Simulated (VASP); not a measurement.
# Y2Si3O (P-4m2) in VASP: further runs

The runs below take Y2Si3O through relaxation of cell and atoms, single point, with PBE.

All numbers are computed with VASP 6.6.1; they aren't measurements. Logs are shortened: lines on timing, memory, paths and dates and some standing lists are left out, and cuts for length are marked.

**1. The cell of the first run**

It takes space group P-4m2 (No. 115, tetragonal). Conventional cell: a = 3.504 Å, b = 3.504 Å, c = 7.687 Å, α = 90.00°, β = 90.00°, γ = 90.00°. Within 3.6 Å of Y (site symmetry 2mm) lie 7 Si at 2.63 to 2.77 Å and 2 O at 2.67 Å and 4 Y at 3.50 Å. Si (site symmetry -4m2) has 4 O at 2.48 Å and 4 Y at 2.67 Å and 8 Si at 3.39 to 3.50 Å within 3.6 Å. Within 3.6 Å of Si (site symmetry 2mm) lie 5 Y at 2.63 to 2.77 Å and 10 Si at 3.11 to 3.50 Å and 2 O at 3.39 Å. Within 3.6 Å of O (site symmetry -4m2) lie 8 Si at 2.48 to 3.39 Å and 4 Y at 2.67 Å and 4 O at 3.50 Å.

The cell was generated, and may not be a known phase.

**2. Relaxation of cell and atoms, PBE**

INCAR reads:

```
SYSTEM = Y2Si3O
PREC = Accurate
ENCUT = 600
EDIFF = 1E-7
ISMEAR = 0
SIGMA = 0.1
LREAL = .False.
LASPH = .True.
NELM = 100
ALGO = Normal
ISIF = 3
LWAVE = .False.
LCHARG = .False.
GGA = PE
IBRION = 2
NSW = 90
EDIFFG = -0.04
```

KPOINTS reads:

```
regular mesh
0
Gamma
  6 6 2
  0 0 0
```

POSCAR reads:

```
Y2Si3O
1.0
    3.5039725900      0.0000000000      0.0000000000
    0.0000000000      3.5039725900      0.0000000000
    0.0000000000      0.0000000000      7.6865659700
Y Si O
2 3 1
Direct
    0.0000000000      0.5000000000      0.7372320300
    0.5000000000      0.0000000000      0.2627679700
    0.5000000000      0.5000000000      0.0000000000
    0.0000000000      0.5000000000      0.3774000100
    0.5000000000      0.0000000000      0.6225999900
    0.0000000000      0.0000000000      0.0000000000
```

Potentials or basis: VASP PAW PBE potentials, release 64 (Y_sv, Si, O).

Launch:

```console
$ cat potpaw_PBE.64/Y_sv/POTCAR potpaw_PBE.64/Si/POTCAR potpaw_PBE.64/O/POTCAR > POTCAR
$ mpirun -np 1 vasp_std > vasp.out
```

OUTCAR:

```text
SYSTEM = Y2Si3O
   PREC = Accurate
   ENCUT = 600
   EDIFF = 1E-7
   ISMEAR = 0
   LREAL = .False.
   LASPH = .True.
   NELM = 100
   ISIF = 3
   GGA = PE
   IBRION = 2
   NSW = 90
   EDIFFG = -0.04

 ion  position               nearest neighbor table
   1  0.000  0.500  0.737-   5 2.63   5 2.63   5 2.63   5 2.63   6 2.67   3 2.67   6 2.67   3 2.67
                             4 2.77
   2  0.500  0.000  0.263-   4 2.63   4 2.63   4 2.63   4 2.63   3 2.67   6 2.67   6 2.67   3 2.67
                             5 2.77
   3  0.500  0.500  0.000-   6 2.48   6 2.48   6 2.48   6 2.48   2 2.67   1 2.67   1 2.67   2 2.67

   4  0.000  0.500  0.377-   2 2.63   2 2.63   2 2.63   2 2.63   1 2.77   5 3.11   5 3.11   5 3.11
                             5 3.11
   5  0.500  0.000  0.623-   1 2.63   1 2.63   1 2.63   1 2.63   2 2.77   4 3.11   4 3.11   4 3.11
                             4 3.11
   6  0.000  0.000  0.000-   3 2.48   3 2.48   3 2.48   3 2.48   2 2.67   2 2.67   1 2.67   1 2.67

  LATTYP: Found a simple tetragonal cell.
 ALAT       =     3.5039725900
 C/A-ratio  =     2.1936718318

  Lattice vectors:

 A1 = (   3.5039725900,   0.0000000000,   0.0000000000)
 A2 = (   0.0000000000,   3.5039725900,   0.0000000000)
 A3 = (   0.0000000000,   0.0000000000,   7.6865659700)

Analysis of symmetry for initial positions (statically):
=====================================================================
 Subroutine PRICEL returns:
 Original cell was already a primitive cell.

 Routine SETGRP: Setting up the symmetry group for a
 simple tetragonal supercell.

 Subroutine GETGRP returns: Found  8 space group operations
 (whereof  8 operations were pure point group operations)
 out of a pool of 16 trial point group operations.

The static configuration has the point symmetry D_2d.

Analysis of symmetry for dynamics (positions and initial velocities):
=====================================================================
 Subroutine PRICEL returns:
 Original cell was already a primitive cell.

 Routine SETGRP: Setting up the symmetry group for a
 simple tetragonal supercell.

 Subroutine GETGRP returns: Found  8 space group operations
 (whereof  8 operations were pure point group operations)
 out of a pool of 16 trial point group operations.

The dynamic configuration has the point symmetry D_2d.

 Subroutine INISYM returns: Found  8 space group operations
 (whereof  8 operations are pure point group operations),
 and found     1 'primitive' translations

----------------------------------------------------------------------------------------

                                     Primitive cell

  volume of cell :      94.3743

  direct lattice vectors                    reciprocal lattice vectors
     3.503972590  0.000000000  0.000000000     0.285390360  0.000000000  0.000000000
     0.000000000  3.503972590  0.000000000     0.000000000  0.285390360  0.000000000
     0.000000000  0.000000000  7.686565970     0.000000000  0.000000000  0.130097108

  length of vectors
     3.503972590  3.503972590  7.686565970     0.285390360  0.285390360  0.130097108

  position of ions in fractional coordinates (direct lattice)
     0.000000000  0.500000000  0.737232030
     0.500000000  0.000000000  0.262767970
     0.500000000  0.500000000  0.000000000
     0.000000000  0.500000000  0.377400010
     0.500000000  0.000000000  0.622599990
     0.000000000  0.000000000  0.000000000

  ion indices of the primitive-cell ions
   primitive index   ion index
                 1           1
                 2           2
                 3           3
                 4           4
                 5           5
                 6           6

----------------------------------------------------------------------------------------

 KPOINTS: regular mesh

Automatic generation of k-mesh.
 Grid dimensions read from file:
 generate k-points for:    6    6    2

 Generating k-lattice:

  Cartesian coordinates                     Fractional coordinates (reciprocal lattice)
[... 45 lines left out ...]
 conjugate gradient relaxation of ions
 non-spin polarized calculation
 Gauss-broadening in eV      SIGMA  =   0.10
  energy-cutoff  :      600.00
  volume of cell :       94.37
 maximum number of plane-waves:      3172
 NGX is ok and might be reduce to    28
   NGX = 13   NGY = 13   NGZ = 31

--------------------------------------- Ionic step        1  -------------------------------------------

 number of electron      40.0000001 magnetization

 Free energy of the ion-electron system (eV)
  ---------------------------------------------------
  ext. energy  EPLUGINS =         0.00000000
  ---------------------------------------------------
  free energy    TOTEN  =       -33.50819349 eV

  energy without entropy =      -33.48621443  energy(sigma->0) =      -33.49720396

------------------------ aborting loop because EDIFF is reached ----------------------------------------

  FORCE on cell =-STRESS in cart. coord.  units (eV):
  Direction    XX          YY          ZZ          XY          YZ          ZX
  --------------------------------------------------------------------------------------
  -------------------------------------------------------------------------------------
  Total       16.0597389     16.0597389     10.9278433      0.0000000     -0.0000000      0.0000000
  in kB      272.6435981    272.6435981    185.5202333      0.0000000     -0.0000000      0.0000000
  external PRESSURE =     243.6024765 kB  Pullay stress =       0.0000000 kB
[... 25 lines left out ...]
  energy  without entropy=      -33.4862144271  energy(sigma->0) =      -33.49720396

--------------------------------------- Ionic step        2  -------------------------------------------

 number of electron      40.0000012 magnetization

 E-fermi :   4.0243     XC(G=0):  -9.7678

 val. band max:        4.0161697677   @ k =   0.5000   0.3333   0.0000
 cond. band min:       4.0294708384   @ k =   0.5000   0.0000   0.0000
 fundamental gap:      0.0133010706
 Fermi energy:         4.0242546284

 k-point     1 :       0.0000    0.0000    0.0000
  band No.  band energies     occupation
      1     -38.2731      2.00000
      2     -38.2721      2.00000
      3     -18.3491      2.00000
      4     -18.2945      2.00000
      5     -18.2314      2.00000
      6     -18.2314      2.00000
[... 602 lines left out ...]
  FREE ENERGIE OF THE ION-ELECTRON SYSTEM (eV)
  ---------------------------------------------------
  free  energy   TOTEN  =       -35.1646407917 eV

  energy  without entropy=      -35.1344877366  energy(sigma->0) =      -35.14956426

[... ionic steps 4 to 15 ...]

--------------------------------------- Ionic step       16  -------------------------------------------

 number of electron      39.9999995 magnetization

------------------------ aborting loop because EDIFF is reached ----------------------------------------

  FORCE on cell =-STRESS in cart. coord.  units (eV):
  Direction    XX          YY          ZZ          XY          YZ          ZX
  --------------------------------------------------------------------------------------
  -------------------------------------------------------------------------------------
  Total       -0.8747481     -0.8747481     -1.1472762      0.0000000      0.0000000      0.0000000
  in kB      -12.8518727    -12.8518727    -16.8558789      0.0000000      0.0000000      0.0000000
  external PRESSURE =     -14.1865415 kB  Pullay stress =       0.0000000 kB
[... 65 lines left out ...]
  energy  without entropy=      -37.2932472930  energy(sigma->0) =      -37.30895601

--------------------------------------- Ionic step       18  -------------------------------------------

 number of electron      39.9999995 magnetization

 Free energy of the ion-electron system (eV)
  ---------------------------------------------------
  ext. energy  EPLUGINS =         0.00000000
  ---------------------------------------------------
  free energy    TOTEN  =       -37.33089156 eV

  energy without entropy =      -37.30439692  energy(sigma->0) =      -37.31764424

 E-fermi :   6.3760     XC(G=0): -10.5775

 val. band max:        6.3543731671   @ k =   0.5000   0.1667   0.5000
 cond. band min:       6.3848650530   @ k =   0.5000   0.3333   0.5000
 fundamental gap:      0.0304918859
 Fermi energy:         6.3760278516

 k-point     1 :       0.0000    0.0000    0.0000
  band No.  band energies     occupation
      1     -36.1149      2.00000
      2     -36.1141      2.00000
      3     -16.3172      2.00000
      4     -16.2057      2.00000
      5     -15.9407      2.00000
      6     -15.9407      2.00000
[... 562 lines left out ...]
  FREE ENERGIE OF THE ION-ELECTRON SYSTEM (eV)
  ---------------------------------------------------
  free  energy   TOTEN  =       -37.3308915614 eV

  energy  without entropy=      -37.3043969154  energy(sigma->0) =      -37.31764424

 reached required accuracy - stopping structural energy minimisation
```

Run time: 31 min. Hardware: 1 thread of Intel Xeon 8259CL, shared host; peak memory 0.27 GiB.

Results:

| Property | Result |
| --- | --- |
| Free energy | -37.3309 eV |
| Relaxed volume | 17.91 Å³/atom |
| Relaxed cell | a = 3.381 Å, b = 3.381 Å, c = 9.398 Å, α = 90.00°, β = 90.00°, γ = 90.00° |
| Space group after relaxing (to 0.1 Å) | P-4m2 (No. 115) |
| Energy gained by relaxing | 637.1 meV/atom |
| Ionic steps | 18 |
| Pressure after relaxing | -0.1 GPa |
| Largest force after relaxing | 0.022 eV/Å |
| Band gap on the k mesh | zero (bands 20 and 21 overlap by 0.76 eV) |

Forces on the atoms (eV/Å):
```
Y    0.000  0.000 -0.022
Y    0.000  0.000  0.022
Si   0.000  0.000  0.000
Si   0.000  0.000 -0.009
Si   0.000  0.000  0.009
O    0.000  0.000  0.000
```

The path:
```csv
step,energy change (eV),largest force (eV/Å),pressure (GPa),volume (Å³)
1,0.0000,1.7393,24.36,94.37
2,-1.3793,0.7721,-6.85,130.89
3,-1.6564,0.9400,-0.61,118.01
4,-1.8067,1.1661,-0.67,117.78
5,-2.3983,1.4850,-1.09,117.04
6,-3.1939,1.0601,-0.26,115.42
7,-3.3110,1.2409,-0.39,115.04
8,-3.4160,1.5562,-0.33,114.15
9,-3.5359,1.1776,-0.97,113.75
10,-3.7121,0.4617,-1.98,112.69
11,-3.5740,1.3264,-0.91,110.30
12,-3.7391,0.6311,-2.09,112.07
13,-3.7951,0.4244,0.13,108.38
14,-3.7983,0.3816,0.83,107.36
15,-3.8136,0.1975,-0.19,108.11
16,-3.8146,0.0303,-1.42,109.05
17,-3.8165,0.1082,-0.87,108.62
18,-3.8227,0.0224,-0.13,107.44
```

Final structure:
```xyz
6
Lattice="3.3811 0.0000 0.0000 0.0000 3.3811 0.0000 0.0000 0.0000 9.3983" Properties=species:S:1:pos:R:3 pbc="T T T"
Y     0.0000    1.6905    7.1176
Y     1.6905    0.0000    2.2807
Si    1.6905    1.6905    9.3983
Si    0.0000    1.6905    4.2118
Si    1.6905    0.0000    5.1866
O     0.0000    0.0000    0.0000
```

Caveat: the k points lie up to 0.33 Å⁻¹ apart in the final cell, too coarse for converged energies and pressures of a metal; a cell axis changed by over 15 % at a fixed basis, so the end point is rough.

**3. Single point, PBE**

This run uses another cell than the first one, of 18.04 Å³/atom.

INCAR reads:

```
PREC     = Accurate       # precision mode
ENCUT    = 520            # plane-wave cutoff, eV
EDIFF    = 1E-6           # SCF threshold, eV
ISMEAR   = 0              # smearing method
SIGMA    = 0.1            # smearing width, eV
LREAL    = F              # projectors in reciprocal space
LASPH    = T              # aspherical terms in the spheres
NELM     = 60             # most SCF steps
ALGO     = Normal         # electronic algorithm
ISIF     = 2              # what is computed and relaxed
LWAVE    = F              # write WAVECAR
LCHARG   = T              # write CHGCAR
GGA      = PE             # functional
LELF     = T              # ELF
LVHAR    = T            
NBANDS   = 29             # bands
```

KPOINTS reads:

```
regular mesh
0
Gamma
  12 12 4
```

POSCAR reads:

```
Y2Si3O
1.0
    3.4045496209      0.0000000000      0.0000000000
    0.0000000000      3.4045496209      0.0000000000
    0.0000000000      0.0000000000      9.3407460712
Y Si O
2 3 1
Direct
    0.0000000000      0.5000000000      0.7576831223
    0.5000000000      0.0000000000      0.2423168777
    0.5000000000      0.5000000000      0.0000000000
    0.0000000000      0.5000000000      0.4498967223
    0.5000000000      0.0000000000      0.5501032777
    0.0000000000      0.0000000000      0.0000000000
```

Potentials or basis: VASP PAW PBE potentials, release 64 (Y_sv, Si, O).

Launch:

```console
$ cat potpaw_PBE.64/Y_sv/POTCAR potpaw_PBE.64/Si/POTCAR potpaw_PBE.64/O/POTCAR > POTCAR
$ mpirun -np 1 vasp_std > vasp.out
```

Wall time 7.2 min (1 thread of Intel Xeon 8259CL, shared host); peak memory 0.41 GiB.

Results (log left out):

| Property | Result |
| --- | --- |
| Free energy | -37.3180 eV |
| Pressure | -0.1 GPa |
| Band gap on the k mesh | zero (bands 20 and 21 overlap by 0.74 eV) |

Forces in eV/Å, atoms in the order of the input:
```
Y    0.000  0.000 -0.003
Y    0.000  0.000  0.003
Si   0.000  0.000  0.000
Si   0.000  0.000 -0.002
Si   0.000  0.000  0.002
O    0.000  0.000  0.000
```

Levels at points of the mesh, in eV from the Fermi level:
```csv
k point,band 18,band 19,band 20,band 21,band 22,band 23
"(0.00, 0.00, 0.00)",-1.01,-1.01,-0.66,-0.25,1.27,2.38
"(0.50, 0.00, 0.00)",-1.68,-0.92,-0.09,0.72,1.09,1.16
"(0.50, 0.50, 0.00)",-2.23,-2.23,-1.77,-0.07,0.65,2.06
"(0.00, 0.00, 0.50)",-1.04,-1.04,-0.65,0.04,1.42,1.60
"(0.50, 0.00, 0.50)",-1.80,-0.83,-0.05,0.72,0.82,1.21
"(0.50, 0.50, 0.50)",-2.00,-2.00,-1.24,-0.29,-0.06,1.71
```

**4. Relaxation of cell and atoms, PBE**

This run uses another cell than the first one, of 17.91 Å³/atom.

INCAR reads:

```
SYSTEM = Y2Si3O
ALGO     = Normal         ! electronic algorithm
EDIFF    = 1E-6           ! SCF threshold, eV
EDIFFG   = -0.01          ! ionic threshold
ENCUT    = 600            ! plane-wave cutoff, eV
GGA      = PE             ! functional
IBRION   = 2              ! ionic algorithm
ISIF     = 3              ! what is computed and relaxed
ISMEAR   = 0              ! smearing method
LASPH    = .TRUE.         ! aspherical terms in the spheres
LCHARG   = .FALSE.        ! write CHGCAR
LREAL    = .FALSE.        ! projectors in reciprocal space
LWAVE    = .FALSE.        ! write WAVECAR
NELM     = 80             ! most SCF steps
NSW      = 100            ! ionic steps
PREC     = Accurate       ! precision mode
SIGMA    = 0.1            ! smearing width, eV
```

KPOINTS reads:

```
k-points
0
G
  12 12 4
  0 0 0
```

POSCAR reads:

```
Y2Si3O
1.0
    3.3763614995      0.0000000000      0.0000000000
    0.0000000000      3.3763614995      0.0000000000
    0.0000000000      0.0000000000      9.4259615517
Y Si O
2 3 1
Direct
    0.0000000000      0.5000000000      0.7571229776
    0.5000000000      0.0000000000      0.2428770224
    0.5000000000      0.5000000000      0.0000000000
    0.0000000000      0.5000000000      0.4482163573
    0.5000000000      0.0000000000      0.5517836427
    0.0000000000      0.0000000000      0.0000000000
```

Launch:

```console
$ cat potpaw_PBE.64/Y_sv/POTCAR potpaw_PBE.64/Si/POTCAR potpaw_PBE.64/O/POTCAR > POTCAR
$ mpirun -np 1 vasp_std > vasp.out
```

Run time: 32 min. Hardware: 1 thread of Intel Xeon 8259CL, shared host; peak memory 0.46 GiB.

It converged, with:

```
Free energy                           : -37.3196 eV
Relaxed volume                        : 18.03 Å³/atom
Relaxed cell                          : a = 3.404 Å, b = 3.404 Å, c = 9.338 Å, α = 90.00°, β = 90.00°, γ = 90.00°
Space group after relaxing (to 0.1 Å) : P-4m2 (No. 115)
Energy gained by relaxing             : 1.1 meV/atom
Ionic steps                           : 7
Pressure after relaxing               : 0.0 GPa
Largest force after relaxing          : 0.008 eV/Å
Band gap on the k mesh                : zero (bands 20 and 21 overlap by 0.74 eV)
```

Forces in eV/Å, atoms in the order of the input:
```
Y    0.000  0.000  0.001
Y    0.000  0.000 -0.001
Si   0.000  0.000  0.000
Si   0.000  0.000  0.008
Si   0.000  0.000 -0.008
O    0.000  0.000  0.000
```

The path:
```tsv
step	energy change (eV)	largest force (eV/Å)	pressure (GPa)	volume (Å³)
1	0.0000	0.0904	0.10	107.45
2	-0.0042	0.0646	0.15	107.62
3	-0.0062	0.0541	0.22	107.81
4	-0.0062	0.0569	0.24	107.83
5	-0.0067	0.0221	-0.18	108.39
6	-0.0067	0.0278	-0.10	108.26
7	-0.0069	0.0078	-0.02	108.19
```

Final structure:
```
Y Si O
1.0
     3.40385    0.00000    0.00000
     0.00000    3.40385    0.00000
     0.00000    0.00000    9.33789
Y Si O
2 3 1
Cartesian
  3.4038 1.7019 7.0748
  1.7019 3.4038 2.2631
  1.7019 1.7019 9.3379
  0.0000 1.7019 4.1995
  1.7019 0.0000 5.1383
  0.0000 0.0000 9.3379
```

Levels at points of the mesh, in eV from the Fermi level:
```
           k point  band 18  band 19  band 20  band 21  band 22  band 23
(0.00, 0.00, 0.00)    -1.01    -1.01    -0.66    -0.25     1.27     2.38
(0.50, 0.00, 0.00)    -1.68    -0.92    -0.09     0.72     1.09     1.16
(0.50, 0.50, 0.00)    -2.23    -2.23    -1.77    -0.08     0.65     2.07
(0.00, 0.00, 0.50)    -1.04    -1.04    -0.65     0.04     1.42     1.61
(0.50, 0.00, 0.50)    -1.80    -0.82    -0.05     0.72     0.82     1.21
(0.50, 0.50, 0.50)    -2.00    -2.00    -1.24    -0.29    -0.06     1.72
```

**5. The runs side by side**

```csv
task,cell,k mesh,cutoff (eV),gap on the mesh (eV),pressure (GPa),relaxed volume (Å³/atom),largest force (eV/Å)
relaxation of cell and atoms,"relaxed from a = 3.504, b = 3.504, c = 7.687 Å, 6 atoms, atomic positions A",6 × 6 × 2,600,none,-0.1,17.91,0.02
single point,"a = 3.405, b = 3.405, c = 9.341 Å, 6 atoms, atomic positions B",12 × 12 × 4,520,none,-0.1,-,-
relaxation of cell and atoms,"relaxed from a = 3.376, b = 3.376, c = 9.426 Å, 6 atoms, atomic positions C",12 × 12 × 4,600,none,0.0,18.03,0.01
```

Alike in all rows: level PBE; potentials or basis VASP PAW PBE potentials, release 64 (Y_sv, Si, O); no spin polarisation; smearing gaussian 0.1 eV.

Caveats: some runs use coarse meshes; a cell axis changed by over 15 % at a fixed basis, so the end point is rough (at least some runs).

Total energies depend on the potentials used, so only differences within one code and one set of settings carry meaning.

The gap in the log of VASP goes by the Fermi energy; the results here count the filled bands.